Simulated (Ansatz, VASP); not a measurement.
## B3P: VASP beside Ansatz

```
CELL_PARAMETERS angstrom
-1.41508 1.41508 4.41326
1.41508 -1.41508 4.41326
1.41508 1.41508 -4.41326
ATOMIC_POSITIONS crystal
B 0.50000 0.50000 0.00000
B 0.25000 0.75000 0.50000
B 0.75000 0.25000 0.50000
P 0.00000 0.00000 0.00000
```

Alike in both runs: functional PBE; k mesh 8 × 8 × 8; occupations gaussian, width 0.1 eV; no spin polarisation.

Ansatz relaxed the structure, and its values are those at the end. VASP's run is a single point on that final structure, the one shown.

|  | VASP | Ansatz |
| --- | --- | --- |
| version | VASP 6.6.1 | Ansatz 0.2.0 |
| potentials or method | VASP PAW PBE potentials, release 64 (B, P), cutoff 520 eV | scalar-relativistic, plane waves, PAW |
| valence electrons in the cell | 14 | 14 |

Ansatz gave:

```
gap on the k mesh at the Fermi level (eV) : none
pressure (GPa)                            : 0.0
```

Question: Which values does VASP return?

Answer: gap on the k mesh at the Fermi level (eV): none; pressure (GPa): -0.2.

A gap of «none» marks a metal or a gap that the smearing closes.

The k mesh is coarse, so the values compare programs but aren't converged.
